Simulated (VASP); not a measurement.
Here is a VASP 6.6.1 calculation.

The input INCAR:

```
  PREC = Accurate
  ENCUT = 520
  EDIFF = 1E-7
  ISMEAR = 0
  SIGMA = 0.05
  LREAL = False
  LASPH = True
  NELM = 100
  ALGO = Normal
  ISIF = 2
  LWAVE = False
  LCHARG = False
  GGA = PE
  IVDW = 12
  NBANDS = 16
```

The input KPOINTS:

```
regular mesh
0
Gamma
  10 10 8
```

POSCAR

```
AgB2
1.0
    2.9985055722      0.0000000000      0.0000000000
   -1.4992527861      2.5967819989      0.0000000000
    0.0000000000      0.0000000000      4.0287195313
Ag B
1 2
Direct
    0.0000000000      0.0000000000      0.0000000000
    0.3333333333      0.6666666667      0.5000000000
    0.6666666667      0.3333333333      0.5000000000
```

Potentials or basis: VASP PAW PBE potentials, release 64 (Ag, B).

Launch:

```console
$ cat potpaw_PBE.64/Ag/POTCAR potpaw_PBE.64/B/POTCAR > POTCAR
$ mpirun -np 1 vasp_std > vasp.out
```

Question: Predict the pressure.

Answer: -1.4 GPa.

Question: Predict the dispersion energy per atom.

Answer: -0.334 eV.

Stress tensor (GPa, compression positive):
```
-1.35  0.00  0.00
 0.00 -1.35  0.00
 0.00  0.00 -1.54
```

Caveat: three body term missing; pairwise dispersion overbinds metals, which lowers pressure and volume.
